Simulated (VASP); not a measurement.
Input of a VASP 6.6.1 run:

INCAR

```
SYSTEM = AlSi16
ALGO = Normal
EDIFF = 1E-6
ENCUT = 520
GGA = PE
ISIF = 2
ISMEAR = 0
ISPIN = 2
LASPH = .TRUE.
LCHARG = .TRUE.
LELF = .TRUE.
LORBIT = 11
LREAL = Auto
LVHAR = .TRUE.
LWAVE = .FALSE.
MAGMOM = 0 0 0 0 0 0 0 0 0 0 0 0 0 0 0 0 0
NBANDS = 52
NELM = 150
PREC = Accurate
SIGMA = 0.02
```

File KPOINTS:

```
k-points
0
G
  2 2 2
  0 0 0
```

The input POSCAR:

```
AlSi16
1.0
    0.0000000000      5.4300000000      5.4300000000
    5.4300000000      0.0000000000      5.4300000000
    5.4300000000      5.4300000000      0.0000000000
Si Al
16 1
Direct
   -0.0004883057     -0.0000131676      0.0001986188
    0.1232922652      0.1238014733      0.1238405157
    0.0008826888      0.0014292818      0.4988009208
    0.1232799263      0.1238093923      0.6289795580
    0.0007379374      0.4987502762      0.0016307551
    0.1232783610      0.6288288214      0.1239050645
    0.0007051565      0.4987469613      0.4987915285
    0.1374155617      0.6207256906      0.6208770718
    0.4982271639      0.0012689687      0.0016295580
    0.6284083794      0.1237627072      0.1238625230
    0.4981991713      0.0012595764      0.4987592081
    0.6201425414      0.1381060773      0.6208046041
    0.4981178637      0.4986313076      0.0015454880
    0.6199966851      0.6204966851      0.1386018416
    0.4992078269      0.4998897790      0.5003538674
    0.6199523941      0.6204884899      0.6207564457
    0.7491653775      0.7498988950      0.7503574586
```

Potentials or basis: VASP PAW PBE potentials, release 64 (Si, Al).

Command:

```sh
$ cat potpaw_PBE.64/Si/POTCAR potpaw_PBE.64/Al/POTCAR > POTCAR
$ mpirun -np 1 vasp_std > vasp.out
```

(1) Estimate the net moment.

(2) Predict the largest force.

## Answers

(1) 0.00 μB per cell.

(2) 0.013 eV/Å.

Caveat: the k points lie up to 0.50 Å⁻¹ apart.
